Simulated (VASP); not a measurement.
# Sn3Te (Pm-3m) in VASP: further runs

Sn3Te is run at these levels: PBEsol; tasks: single point.

Everything below comes from runs of VASP 6.6.1. Logs are shortened: lines on timing, memory, paths and dates and some standing lists are left out, and cuts for length are marked.

### Step 1. The cell of the first run

Symmetry: Pm-3m, No. 221, cubic system. The conventional cell has a = 4.800 Å, b = 4.800 Å, c = 4.800 Å, α = 90.00°, β = 90.00°, γ = 90.00°. Within 4.5 Å of Te (site symmetry m-3m) lie 12 Sn at 3.39 Å. Within 4.5 Å of Sn (site symmetry 4/mmm) lie 4 Te at 3.39 Å and 8 Sn at 3.39 Å.

### Step 2. Single point, PBEsol

File INCAR:

```
ALGO = Normal ; EDIFF = 1E-7
ENCUT = 520 ; GGA = PS
ISIF = 2 ; ISMEAR = -1
LASPH = T ; LCHARG = T
LELF = T ; LREAL = F
LVHAR = T ; LWAVE = F
NBANDS = 32 ; NELM = 100
PREC = Accurate ; SIGMA = 0.05
```

File KPOINTS:

```
k-points
0
Gamma
  6 6 6
```

File POSCAR:

```
Sn3Te
1.0
    4.7998622902      0.0000000000      0.0000000000
    0.0000000000      4.7998622902      0.0000000000
    0.0000000000      0.0000000000      4.7998622902
Te Sn
1 3
Direct
    0.0000000000      0.0000000000      0.0000000000
    0.0000000000      0.5000000000      0.5000000000
    0.5000000000      0.0000000000      0.5000000000
    0.5000000000      0.5000000000      0.0000000000
```

Potentials or basis: VASP PAW PBE potentials, release 64 (Te, Sn_d).

Started as:

```console
$ cat potpaw_PBE.64/Te/POTCAR potpaw_PBE.64/Sn_d/POTCAR > POTCAR
$ mpirun -np 1 vasp_std > vasp.out
```

OUTCAR:

```text
EDIFF = 1E-7
   ENCUT = 520
   GGA = PS
   ISIF = 2
   ISMEAR = -1
   LASPH = T
   LREAL = F
   NELM = 100
   PREC = Accurate

 ion  position               nearest neighbor table
   1  0.000  0.000  0.000-   2 3.39   3 3.39   4 3.39   2 3.39   3 3.39   2 3.39   4 3.39   2 3.39
                             3 3.39   4 3.39   3 3.39   4 3.39
   2  0.000  0.500  0.500-   1 3.39   3 3.39   4 3.39   1 3.39   4 3.39   1 3.39   3 3.39   1 3.39
                             3 3.39   4 3.39   4 3.39   3 3.39
   3  0.500  0.000  0.500-   1 3.39   2 3.39   4 3.39   1 3.39   4 3.39   2 3.39   4 3.39   4 3.39
                             1 3.39   2 3.39   1 3.39   2 3.39
   4  0.500  0.500  0.000-   1 3.39   2 3.39   3 3.39   2 3.39   3 3.39   1 3.39   3 3.39   3 3.39
                             1 3.39   2 3.39   2 3.39   1 3.39

  LATTYP: Found a simple cubic cell.
 ALAT       =     4.7998622902

  Lattice vectors:

 A1 = (   4.7998622902,   0.0000000000,   0.0000000000)
 A2 = (   0.0000000000,   4.7998622902,   0.0000000000)
 A3 = (   0.0000000000,   0.0000000000,   4.7998622902)

Analysis of symmetry for initial positions (statically):
=====================================================================
 Subroutine PRICEL returns:
 Original cell was already a primitive cell.

 Routine SETGRP: Setting up the symmetry group for a
 simple cubic supercell.

 Subroutine GETGRP returns: Found 48 space group operations
 (whereof 48 operations were pure point group operations)
 out of a pool of 48 trial point group operations.

The static configuration has the point symmetry O_h .

Analysis of symmetry for dynamics (positions and initial velocities):
=====================================================================
 Subroutine PRICEL returns:
 Original cell was already a primitive cell.

 Routine SETGRP: Setting up the symmetry group for a
 simple cubic supercell.

 Subroutine GETGRP returns: Found 48 space group operations
 (whereof 48 operations were pure point group operations)
 out of a pool of 48 trial point group operations.

The dynamic configuration has the point symmetry O_h .

 Subroutine INISYM returns: Found 48 space group operations
 (whereof 48 operations are pure point group operations),
 and found     1 'primitive' translations

----------------------------------------------------------------------------------------

                                     Primitive cell

  volume of cell :     110.5825

  direct lattice vectors                    reciprocal lattice vectors
     4.799862290  0.000000000  0.000000000     0.208339310  0.000000000  0.000000000
     0.000000000  4.799862290  0.000000000     0.000000000  0.208339310  0.000000000
     0.000000000  0.000000000  4.799862290     0.000000000  0.000000000  0.208339310

  length of vectors
     4.799862290  4.799862290  4.799862290     0.208339310  0.208339310  0.208339310

  position of ions in fractional coordinates (direct lattice)
     0.000000000  0.000000000  0.000000000
     0.000000000  0.500000000  0.500000000
     0.500000000  0.000000000  0.500000000
     0.500000000  0.500000000  0.000000000

  ion indices of the primitive-cell ions
   primitive index   ion index
                 1           1
                 2           2
                 3           3
                 4           4

----------------------------------------------------------------------------------------

 KPOINTS: k-points

Automatic generation of k-mesh.
 Grid dimensions read from file:
 generate k-points for:    6    6    6

 Generating k-lattice:

  Cartesian coordinates                     Fractional coordinates (reciprocal lattice)
     0.034723218  0.000000000  0.000000000     0.166666667  0.000000000  0.000000000
     0.000000000  0.034723218  0.000000000     0.000000000  0.166666667  0.000000000
     0.000000000  0.000000000  0.034723218     0.000000000  0.000000000  0.166666667

  Length of vectors
     0.034723218  0.034723218  0.034723218

  Shift w.r.t. Gamma in fractional coordinates (k-lattice)
     0.000000000  0.000000000  0.000000000

 Subroutine IBZKPT returns following result:
 ===========================================

 Found     20 irreducible k-points:

 Following reciprocal coordinates:
            Coordinates               Weight
  0.000000  0.000000  0.000000      1.000000
  0.166667  0.000000  0.000000      6.000000
  0.333333  0.000000  0.000000      6.000000
  0.500000  0.000000  0.000000      3.000000
  0.166667  0.166667  0.000000     12.000000
  0.333333  0.166667  0.000000     24.000000
[... 12 lines left out ...]
  0.500000  0.500000  0.333333      6.000000
  0.500000  0.500000  0.500000      1.000000
   k-points           NKPTS =     20   k-points in BZ     NKDIM =     20   number of bands    NBANDS=     32
   number of dos      NEDOS =    301   number of ions     NIONS =      4
   total plane-waves  NPLWV =  46656
   dimension x,y,z NGX =    36 NGY =   36 NGZ =   36
   dimension x,y,z NGXF=    72 NGYF=   72 NGZF=   72
   ions per type =               1   3
   NGX,Y,Z   is equivalent  to a cutoff of  12.47, 12.47, 12.47 a.u.
   NGXF,Y,Z  is equivalent  to a cutoff of  24.94, 24.94, 24.94 a.u.
 SYSTEM =  unknown system
   PREC   = accura    normal or accurate (medium, high low for compatibility)
   ISTART =      0    job   : 0-new  1-cont  2-samecut
   ICHARG =      2    charge: 1-file 2-atom 10-const
   ISPIN  =      1    spin polarized calculation?
   LNONCOLLINEAR =      F non collinear calculations
   LSORBIT =      F    spin-orbit coupling
   LASPH  =      T    aspherical Exc in radial PAW
   ENCUT  =  520.0 eV  38.22 Ry    6.18 a.u.   8.92  8.92  8.92*2*pi/ulx,y,z
   NELM   =    100;   NELMIN=  2; NELMDL= -5     # of ELM steps
   EDIFF  = 0.1E-06   stopping-criterion for ELM
   LREAL  =      F    real-space projection
   EDIFFG = 0.1E-05   stopping-criterion for IOM
   NSW    =      0    number of steps for IOM
   IBRION =     -1    ionic relax: 0-MD 1-quasi-New 2-CG
   NFREE  =      0    steps in history (QN), initial steepest desc. (CG)
   ISIF   =      2    stress and relaxation
   ISYM   =      2    0-nonsym 1-usesym 2-fastsym
   POTIM  = 0.5000    time-step for ionic-motion
   TEBEG  =    0.0;   TEEND  =   0.0 temperature during run
   PSTRESS=    0.0 pullay stress
   NELECT =      48.0000    total number of electrons
   NUPDOWN=      -1.0000    fix difference up-down
   EMIN   =  10.00;   EMAX   =-10.00  energy-range for DOS
   EFERMI =   0.00;   METHOD = LEGACY
   ISMEAR =    -1;   SIGMA  =   0.05  broadening in eV -4-tet -1-fermi 0-gaus
   EFERMI_NEDOS =   21; number of points for ismear=-14 and -15
   IALGO  =     38    algorithm
   IMIX   =      4    mixing-type and parameters
     AMIX     =   0.40;   BMIX     =  1.00
     AMIX_MAG =   1.60;   BMIX_MAG =  1.00
  volume/ion in A,a.u.               =      27.65       186.56
  Fermi-wavevector in a.u.,A,eV,Ry     =   1.239538  2.342387 20.904728  1.536454
  Thomas-Fermi vector in A             =   2.374017
   LORBIT       =      0    0 simple, 1 ext, 2 COOP (PROOUT), +10 PAW based schemes
   GGA     = PS    functional components
   LHFCALC =     F    Hartree Fock is set to
   AEXX    =    0.0000 exact exchange contribution
   IVDW    =     0    specifies the selected vdW correction
   LEPSILON=     F    determine dielectric tensor
   LRPA    =     F    only Hartree local field effects (RPA)
 non-spin polarized calculation
  energy-cutoff  :      520.00
  volume of cell :      110.58
 maximum number of plane-waves:      3016
 NGX is ok and might be reduce to    36
   NGX = 17   NGY = 17   NGZ = 17

 number of electron      48.0000053 magnetization

 Free energy of the ion-electron system (eV)
  ---------------------------------------------------
  ext. energy  EPLUGINS =         0.00000000
  ---------------------------------------------------
  free energy    TOTEN  =       -16.12118855 eV

  energy without entropy =      -16.09534382  energy(sigma->0) =      -16.10826618

 E-fermi :   7.9496     XC(G=0): -10.3882

 val. band max:        7.9285639669   @ k =   0.1667   0.0000   0.0000
 cond. band min:       7.9527673960   @ k =   0.3333   0.0000   0.0000
 fundamental gap:      0.0242034291
 Fermi energy:         7.9495870242

 k-point     1 :       0.0000    0.0000    0.0000
  band No.  band energies     occupation
      1     -13.5773      2.00000
      2     -13.5773      2.00000
      3     -13.5773      2.00000
      4     -13.5479      2.00000
      5     -13.5479      2.00000
      6     -13.5359      2.00000
[... 24 lines left out ...]
     31      12.8163      0.00000
     32      13.1790      0.00000

 k-point     2 :       0.1667    0.0000    0.0000
  band No.  band energies     occupation
      1     -13.5747      2.00000
      2     -13.5647      2.00000
      3     -13.5647      2.00000
      4     -13.5471      2.00000
      5     -13.5405      2.00000
      6     -13.5273      2.00000
[... 24 lines left out ...]
     31      13.4578      0.00000
     32      13.7813      0.00000

 k-point     3 :       0.3333    0.0000    0.0000
  band No.  band energies     occupation
      1     -13.5689      2.00000
      2     -13.5455      2.00000
      3     -13.5332      2.00000
      4     -13.5332      2.00000
      5     -13.5217      2.00000
      6     -13.5055      2.00000
[... 24 lines left out ...]
     31      12.4999      0.00000
     32      13.7204      0.00000

 k-point     4 :       0.5000    0.0000    0.0000
  band No.  band energies     occupation
      1     -13.5656      2.00000
      2     -13.5447      2.00000
      3     -13.5137      2.00000
      4     -13.5137      2.00000
      5     -13.5072      2.00000
      6     -13.5018      2.00000
[... 24 lines left out ...]
     31      11.7150      0.00000
     32      14.1416      0.00000

 k-point     5 :       0.1667    0.1667    0.0000
  band No.  band energies     occupation
      1     -13.5659      2.00000
      2     -13.5599      2.00000
      3     -13.5584      2.00000
      4     -13.5430      2.00000
      5     -13.5326      2.00000
      6     -13.5187      2.00000
[... 444 lines left out ...]
     31      13.3650      0.00000
     32      14.9099      0.00000

 k-point    18 :       0.5000    0.3333    0.3333
  band No.  band energies     occupation
      1     -13.5550      2.00000
      2     -13.5460      2.00000
      3     -13.5402      2.00000
      4     -13.5273      2.00000
      5     -13.5189      2.00000
      6     -13.5048      2.00000
[... 24 lines left out ...]
     31      12.9399      0.00000
     32      15.8301      0.00000

 k-point    19 :       0.5000    0.5000    0.3333
  band No.  band energies     occupation
      1     -13.5604      2.00000
      2     -13.5434      2.00000
      3     -13.5434      2.00000
      4     -13.5371      2.00000
      5     -13.5103      2.00000
      6     -13.5092      2.00000
[... 24 lines left out ...]
     31      13.5408      0.00000
     32      15.9948      0.00000

 k-point    20 :       0.5000    0.5000    0.5000
  band No.  band energies     occupation
      1     -13.5665      2.00000
      2     -13.5455      2.00000
      3     -13.5455      2.00000
      4     -13.5455      2.00000
      5     -13.5150      2.00000
      6     -13.5150      2.00000
[... 24 lines left out ...]
     31      13.6353      0.00000
     32      15.9794      0.00000

------------------------ aborting loop because EDIFF is reached ----------------------------------------

  FORCE on cell =-STRESS in cart. coord.  units (eV):
  Direction    XX          YY          ZZ          XY          YZ          ZX
  --------------------------------------------------------------------------------------
  -------------------------------------------------------------------------------------
  Total       -0.4075279     -0.4075279     -0.4075279      0.0000000      0.0000000     -0.0000000
  in kB       -5.9044789     -5.9044789     -5.9044789      0.0000000      0.0000000     -0.0000000
  external PRESSURE =      -5.9044789 kB  Pullay stress =       0.0000000 kB

 VOLUME and BASIS-vectors are now :
 -----------------------------------------------------------------------------
  energy-cutoff  :      520.00
  volume of cell :      110.58
      direct lattice vectors                 reciprocal lattice vectors
     4.799862290  0.000000000  0.000000000     0.208339310  0.000000000  0.000000000
     0.000000000  4.799862290  0.000000000     0.000000000  0.208339310  0.000000000
     0.000000000  0.000000000  4.799862290     0.000000000  0.000000000  0.208339310

 POSITION                                       TOTAL-FORCE (eV/Angst)
 -----------------------------------------------------------------------------------
      0.00000      0.00000      0.00000         0.000000      0.000000      0.000000
      0.00000      2.39993      2.39993         0.000000      0.000000      0.000000
      2.39993      0.00000      2.39993         0.000000      0.000000      0.000000
      2.39993      2.39993      0.00000         0.000000      0.000000      0.000000
 -----------------------------------------------------------------------------------
    total drift:                                0.000000      0.000000      0.000000

  FREE ENERGIE OF THE ION-ELECTRON SYSTEM (eV)
  ---------------------------------------------------
  free  energy   TOTEN  =       -16.1211885490 eV

  energy  without entropy=      -16.0953438206  energy(sigma->0) =      -16.10826618
```

Run time: 47 s. Hardware: 1 thread of Intel Xeon Platinum 8259CL at 2.50GHz (Skylake/Cascade Lake), shared host; peak memory 0.23 GiB.

Results:

- Free energy: -16.1212 eV
- Pressure: -0.6 GPa
- Band gap on the k mesh: zero (band 24 reaches 10.98 eV, above the bottom of band 25 at 7.51 eV)

Caveat: the PAW data sets were made with another functional, which shifts forces and pressure a little; spin-orbit coupling is left out, which moves the levels of the heavy elements.

### Step 3. Single point, PBEsol

This run uses another cell than the first one, of 28.22 Å³/atom, 1.021 times its volume.

File INCAR:

```
  ALGO = Normal
  EDIFF = 1E-7
  ENCUT = 520
  GGA = PS
  ISIF = 2
  ISMEAR = -1
  LASPH = T
  LCHARG = F
  LREAL = F
  LWAVE = F
  NBANDS = 32
  NELM = 60
  PREC = Accurate
  SIGMA = 0.05
```

KPOINTS is that of step 2.

File POSCAR:

```
Sn3Te
1.0
    4.8329658348      0.0000000000      0.0000000000
    0.0000000000      4.8329658348      0.0000000000
    0.0000000000      0.0000000000      4.8329658348
Te Sn
1 3
Direct
    0.0000000000      0.0000000000      0.0000000000
    0.0000000000      0.5000000000      0.5000000000
    0.5000000000      0.0000000000      0.5000000000
    0.5000000000      0.5000000000      0.0000000000
```

Potentials or basis: VASP PAW PBE potentials, release 64 (Te, Sn_d).

Started as:

```console
$ cat potpaw_PBE.64/Te/POTCAR potpaw_PBE.64/Sn_d/POTCAR > POTCAR
$ mpirun -np 1 vasp_std > vasp.out
```

Wall time 44 s (1 thread of Intel Xeon Platinum 8259CL at 2.50GHz (Skylake/Cascade Lake), shared host); peak memory 0.23 GiB.

The run converged. Its results:

| Item | Value |
| --- | --- |
| Free energy | -16.1065 eV |
| Pressure | -1.5 GPa |
| Band gap on the k mesh | zero (band 24 reaches 10.64 eV, above the bottom of band 25 at 7.31 eV) |

Levels at points of the mesh, in eV from the Fermi level:
```tsv
k point	band 20	band 21	band 22	band 23	band 24	band 25	band 26	band 27	band 28	band 29
(0.00, 0.00, 0.00)	-4.28	-4.28	-4.28	0.43	0.43	0.43	1.95	1.95	1.95	4.57
(0.50, 0.00, 0.00)	-3.15	-3.15	-1.77	-1.77	-1.53	-0.39	1.95	2.20	2.42	2.42
(0.50, 0.50, 0.00)	-2.30	-1.93	-1.91	-1.91	-0.69	-0.12	-0.12	0.10	3.53	3.53
(0.50, 0.50, 0.50)	-5.29	-5.29	-5.29	-4.41	2.93	2.93	2.93	5.48	5.48	5.48
```

Caveat: the PAW data sets were made with another functional, which shifts forces and pressure a little; spin-orbit coupling is left out, which moves the levels of the heavy elements.
